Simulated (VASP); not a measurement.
# Al18H in VASP: single point with PBE

Aim: the single point of Al18H with PBE.

Program: VASP 6.6.1. These are calculated values, not measurements. Logs are shortened: lines on timing, memory, paths and dates and some standing lists are left out, and cuts for length are marked.

**1. The cell of the first run**

The cell holds a slab with vacuum, 19 atoms: a = 5.728 Å, b = 8.591 Å, c = 16.677 Å, α = 90.00°, β = 90.00°, γ = 60.00°.

**2. Single point, PBE**

Contents of INCAR:

```
ALGO     = Normal         # electronic algorithm
EDIFF    = 1E-6           # SCF threshold, eV
ENCUT    = 520            # plane-wave cutoff, eV
GGA      = PE             # functional
ISIF     = 2              # what is computed and relaxed
ISMEAR   = 0              # smearing method
LASPH    = T              # aspherical terms in the spheres
LCHARG   = T              # write CHGCAR
LELF     = T              # ELF
LREAL    = Auto         
LVHAR    = T            
LWAVE    = F              # write WAVECAR
NBANDS   = 42             # bands
NELM     = 100            # most SCF steps
PREC     = Accurate       # precision mode
SIGMA    = 0.05           # smearing width, eV
```

Contents of KPOINTS:

```
k-points
0
Gamma
  3 2 1
```

Contents of POSCAR:

```
Al18H
1.0
    5.7275650000      0.0000000000      0.0000000000
    4.2956740000      7.4403250000      0.0000000000
    0.0000000000      0.0000000000     16.6765370000
Al H
18 1
Direct
    0.1666667000      0.1111111000      0.0599645000
    0.6666667000      0.1111111000      0.0599645000
    0.1666667000      0.4444444000      0.0599645000
    0.6666667000      0.4444444000      0.0599645000
    0.1666667000      0.7777778000      0.0599645000
    0.6666667000      0.7777778000      0.0599645000
   -0.1667122756      0.2219812359      0.1988705232
    0.3341644880      0.2221300409      0.2018857764
   -0.1631586900      0.5521415599      0.1995214233
    0.3326694261      0.5556530178      0.2003678124
   -0.1668842809      0.8905887865      0.2018306483
    0.3311194528      0.8884290033      0.2017851979
   -0.0033686462      0.0034266597      0.3400841870
    0.4956060916     -0.0010248885      0.3416234174
   -0.0080150510      0.3368049394      0.3409848319
    0.5006180323      0.3372017277      0.3409980874
    0.0035940851      0.6608060355      0.3414066296
    0.5053501709      0.6603966805      0.3411538775
    0.5132501258      0.0003705152      0.4380145494
```

Potentials or basis: VASP PAW PBE potentials, release 64 (Al, H).

Command:

```bash
cat potpaw_PBE.64/Al/POTCAR potpaw_PBE.64/H/POTCAR > POTCAR
mpirun -np 1 vasp_std > vasp.out
```

OUTCAR:

```text
EDIFF = 1E-6
   ENCUT = 520
   GGA = PE
   ISIF = 2
   ISMEAR = 0
   LASPH = T
   LREAL = Auto
   NELM = 100
   PREC = Accurate

 ion  position               nearest neighbor table
   1  0.167  0.111  0.060-   7 2.85   5 2.86   3 2.86   6 2.86   4 2.86   2 2.86   2 2.86  12 2.89
                             8 2.89
   2  0.667  0.111  0.060-   7 2.84   6 2.86   4 2.86   5 2.86   3 2.86   1 2.86   1 2.86  11 2.88
                             8 2.88
   3  0.167  0.444  0.060-   9 2.84   1 2.86   2 2.86   4 2.86   4 2.86   6 2.86   5 2.86  10 2.86
                             8 2.89
   4  0.667  0.444  0.060-   7 2.85   9 2.85   2 2.86   1 2.86   3 2.86   3 2.86   5 2.86   6 2.86
                            10 2.87
   5  0.167  0.778  0.060-   1 2.86   2 2.86   6 2.86   6 2.86   4 2.86   3 2.86  10 2.87  12 2.88
                            11 2.89
   6  0.667  0.778  0.060-   2 2.86   1 2.86   5 2.86   5 2.86   3 2.86   4 2.86   9 2.87  12 2.89
                            11 2.89
   7  0.833  0.222  0.199-   2 2.84   1 2.85   9 2.85   4 2.85  11 2.85   8 2.86  12 2.86  13 2.86
                            10 2.87   8 2.87  15 2.88  16 2.89
   8  0.334  0.222  0.202-   9 2.84  11 2.85   7 2.86  10 2.86  14 2.86  16 2.87   7 2.87  15 2.87
                            12 2.88   2 2.88   3 2.89   1 2.89
   9  0.837  0.552  0.200-   8 2.84   3 2.84   7 2.85   4 2.85  15 2.85  10 2.86   6 2.87  10 2.87
[... 4 lines left out ...]
                             5 2.89  17 2.89   6 2.89   9 2.90
  12  0.331  0.888  0.202-  13 2.84  11 2.84  14 2.85  10 2.85   7 2.86   8 2.88   5 2.88  18 2.88
                            11 2.88   1 2.89   6 2.89   9 2.89
  13  0.997  0.003  0.340-  11 2.84  14 2.84  12 2.84  15 2.85  16 2.85   7 2.86  14 2.89  17 2.92
                            18 2.93
  14  0.496  0.999  0.342-  19 1.61  13 2.84  12 2.85   8 2.86  11 2.87  18 2.88  13 2.89  15 2.89
                            17 2.91  16 2.92
  15  0.992  0.337  0.341-  18 2.78  16 2.81  17 2.82  13 2.85   9 2.85   8 2.87   7 2.88  14 2.89
                            16 2.91
  16  0.501  0.337  0.341-  18 2.79  15 2.81  17 2.81  10 2.85  13 2.85   8 2.87   7 2.89  15 2.91
                            14 2.92
  17  0.004  0.661  0.341-  16 2.81  15 2.82  18 2.86  10 2.86  18 2.87   9 2.88  11 2.89  14 2.91
                            13 2.92
  18  0.505  0.660  0.341-  15 2.78  16 2.79  17 2.86  10 2.86  17 2.87  12 2.88   9 2.88  14 2.88
                            13 2.93
  19  0.513  0.000  0.438-  14 1.61

  LATTYP: Found a simple monoclinic cell.
 ALAT       =     5.7275650000
 B/A-ratio  =     2.9116277161
 C/A-ratio  =     1.3228756151
 COS(beta)  =    -0.1889822093

  Lattice vectors:

 A1 = (   5.7275650000,   0.0000000000,   0.0000000000)
 A2 = (   0.0000000000,   0.0000000000, -16.6765370000)
 A3 = (  -1.4318910000,   7.4403250000,   0.0000000000)

Analysis of symmetry for initial positions (statically):
=====================================================================
 Subroutine PRICEL returns:
 Original cell was already a primitive cell.

[... 169 lines left out ...]
   EFERMI_NEDOS =   21; number of points for ismear=-14 and -15
   IALGO  =     38    algorithm
   IMIX   =      4    mixing-type and parameters
     AMIX     =   0.40;   BMIX     =  1.00
     AMIX_MAG =   1.60;   BMIX_MAG =  1.00
  volume/ion in A,a.u.               =      37.40       252.41
  Fermi-wavevector in a.u.,A,eV,Ry     =   0.697654  1.318374  6.622234  0.486720
  Thomas-Fermi vector in A             =   1.781040
   LORBIT       =      0    0 simple, 1 ext, 2 COOP (PROOUT), +10 PAW based schemes
   GGA     = PE    functional components
   LHFCALC =     F    Hartree Fock is set to
   AEXX    =    0.0000 exact exchange contribution
   IVDW    =     0    specifies the selected vdW correction
   LEPSILON=     F    determine dielectric tensor
   LRPA    =     F    only Hartree local field effects (RPA)
 non-spin polarized calculation
 Gauss-broadening in eV      SIGMA  =   0.05
  energy-cutoff  :      520.00
  volume of cell :      710.67
 maximum number of plane-waves:     19144
 NGX is ok and might be reduce to    42
   NGX = 21   NGY = 31   NGZ = 63

 number of electron      55.0000000 magnetization

 Free energy of the ion-electron system (eV)
  ---------------------------------------------------
  ext. energy  EPLUGINS =         0.00000000
  ---------------------------------------------------
  free energy    TOTEN  =       -66.37790250 eV

  energy without entropy =      -66.35240524  energy(sigma->0) =      -66.36515387

 E-fermi :   0.8125     XC(G=0):  -5.3737

 val. band max:        0.8074176582   @ k =   0.0000   0.0000   0.0000
 cond. band min:       0.8228387380   @ k =   0.3333   0.0000   0.0000
 fundamental gap:      0.0154210799
 Fermi energy:         0.8124666970

 k-point     1 :       0.0000    0.0000    0.0000
  band No.  band energies     occupation
      1      -9.4652      2.00000
      2      -7.7378      2.00000
      3      -6.8571      2.00000
      4      -6.7942      2.00000
      5      -5.3103      2.00000
      6      -5.1781      2.00000
[... 157 lines left out ...]
     38       3.3514      0.00000
     39       3.3983      0.00000
 [bands above 39 left out]

------------------------ aborting loop because EDIFF is reached ----------------------------------------

  FORCE on cell =-STRESS in cart. coord.  units (eV):
  Direction    XX          YY          ZZ          XY          YZ          ZX
  --------------------------------------------------------------------------------------
  -------------------------------------------------------------------------------------
  Total       -4.4730445     -7.2435165     -0.0125344     -0.2368575      0.0185963     -0.0175072
  in kB      -10.0843055    -16.3302273     -0.0282584     -0.5339861      0.0419245     -0.0394694
  external PRESSURE =      -8.8142637 kB  Pullay stress =       0.0000000 kB

 VOLUME and BASIS-vectors are now :
 -----------------------------------------------------------------------------
  energy-cutoff  :      520.00
  volume of cell :      710.67
      direct lattice vectors                 reciprocal lattice vectors
     5.727565000  0.000000000  0.000000000     0.174594265 -0.100802054  0.000000000
     4.295674000  7.440325000  0.000000000     0.000000000  0.134402731  0.000000000
     0.000000000  0.000000000 16.676537000     0.000000000  0.000000000  0.059964488

 POSITION                                       TOTAL-FORCE (eV/Angst)
 -----------------------------------------------------------------------------------
      1.43189      0.82670      1.00000        -0.086360     -0.004112      0.121961
      4.29567      0.82670      1.00000         0.094643      0.017850      0.054817
      2.86378      3.30681      1.00000        -0.048179      0.100999     -0.081347
      5.72757      3.30681      1.00000         0.042304      0.006952     -0.088487
      4.29567      5.78692      1.00000        -0.033194     -0.011284     -0.017262
      7.15946      5.78692      1.00000         0.031088     -0.114897      0.001068
[... 11 lines left out ...]
      5.73127      4.91357      5.68927        -0.000718      0.012412      0.000127
      2.94127      0.00276      7.30457         0.000997      0.008895      0.019303
 -----------------------------------------------------------------------------------
    total drift:                                0.001667     -0.003326     -0.000452

  FREE ENERGIE OF THE ION-ELECTRON SYSTEM (eV)
  ---------------------------------------------------
  free  energy   TOTEN  =       -66.3779025023 eV

  energy  without entropy=      -66.3524052420  energy(sigma->0) =      -66.36515387
```

stdout:

```text
POSCAR found type information on POSCAR AlH
 POSCAR found :  2 types and      19 ions
 scaLAPACK will be used
 LDA part: xc-table for (Slater+PW92), standard interpolation
 -----------------------------------------------------------------------------
|                                                                             |
|           W    W    AA    RRRRR   N    N  II  N    N   GGGG   !!!           |
|           W    W   A  A   R    R  NN   N  II  NN   N  G    G  !!!           |
|           W    W  A    A  R    R  N N  N  II  N N  N  G       !!!           |
|           W WW W  AAAAAA  RRRRR   N  N N  II  N  N N  G  GGG   !            |
|           WW  WW  A    A  R   R   N   NN  II  N   NN  G    G                |
|           W    W  A    A  R    R  N    N  II  N    N   GGGG   !!!           |
|                                                                             |
|     Your reciprocal lattice and k-lattice belong to different lattice       |
|     classes:                                                                |
|                                                                             |
|        The reciprocal lattice is simple monoclinic,                         |
|        whereas your k-lattice is hexagonal.                                 |
|                                                                             |
|     Results are often still useful ...                                      |
|                                                                             |
 -----------------------------------------------------------------------------

 POSCAR, INCAR and KPOINTS ok, starting setup
 FFT: planning ... GRIDC
 FFT: planning ... GRID_SOFT
 FFT: planning ... GRID
 WAVECAR not read
 entering main loop
```

Run time: 8.4 min. Hardware: 1 thread of Intel Xeon 8259CL, shared host; peak memory 0.73 GiB.

What came out:

```
Free energy   : -66.3779 eV
Largest force : 0.149 eV/Å
```

Forces in eV/Å, atoms in the order of the input:
```
Al  -0.086 -0.004  0.122
Al   0.095  0.018  0.055
Al  -0.048  0.101 -0.081
Al   0.042  0.007 -0.088
Al  -0.033 -0.011 -0.017
Al   0.031 -0.115  0.001
Al   0.000 -0.001 -0.007
Al  -0.001 -0.004  0.011
Al   0.003  0.005 -0.004
Al   0.002  0.006  0.004
Al  -0.001 -0.001  0.002
Al   0.003 -0.006  0.009
Al  -0.003  0.007  0.000
Al  -0.009 -0.012 -0.023
Al   0.003 -0.005 -0.004
Al  -0.001 -0.005  0.000
Al   0.002  0.000  0.001
Al  -0.001  0.012  0.000
H    0.001  0.009  0.019
```

Caveat: the k points lie up to 0.42 Å⁻¹ apart.
